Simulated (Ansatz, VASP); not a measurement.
# SiNi: VASP beside Ansatz

```
Si Ni
1.0
     2.97614    0.00000    0.00000
     0.00000    3.20675    0.00000
     0.00000    0.00000    4.62937
Si Ni
2 2
Direct
  0.00000 0.00000 0.15865
  0.50000 0.50000 0.84135
  0.00000 0.00000 0.65695
  0.50000 0.50000 0.34305
```

Alike in both runs: functional LDA; k mesh 14 × 12 × 10; occupations gaussian, width 0.1 eV; no spin polarisation.

Ansatz relaxed the structure, and its values are those at the end. VASP's run is a single point on that final structure, the one shown.

```csv
,VASP,Ansatz
version,VASP 6.6.1,Ansatz 0.2.0
potentials or method,"VASP PAW LDA potentials, release 64 (Si, Ni), cutoff 600 eV","scalar-relativistic, plane waves, PAW"
valence electrons in the cell,28,44
```

Ansatz gave:

| Item | Value |
| --- | --- |
| gap on the k mesh at the Fermi level (eV) | none |
| pressure (GPa) | 0.0 |
| rms of the force components (eV/Å) | 0.001 |

Task: What did VASP give for the same quantities?

Result: gap on the k mesh at the Fermi level (eV): none; pressure (GPa): 0.4; rms of the force components (eV/Å): 0.008.

LDA's correlation is that of Perdew and Zunger in VASP and of Perdew and Wang (1992) in Ansatz. A gap of «none» marks a metal or a gap that the smearing closes. VASP's potentials hold 28 valence electrons a cell and Ansatz's 44, so a difference there can come from the potentials and not from the codes.
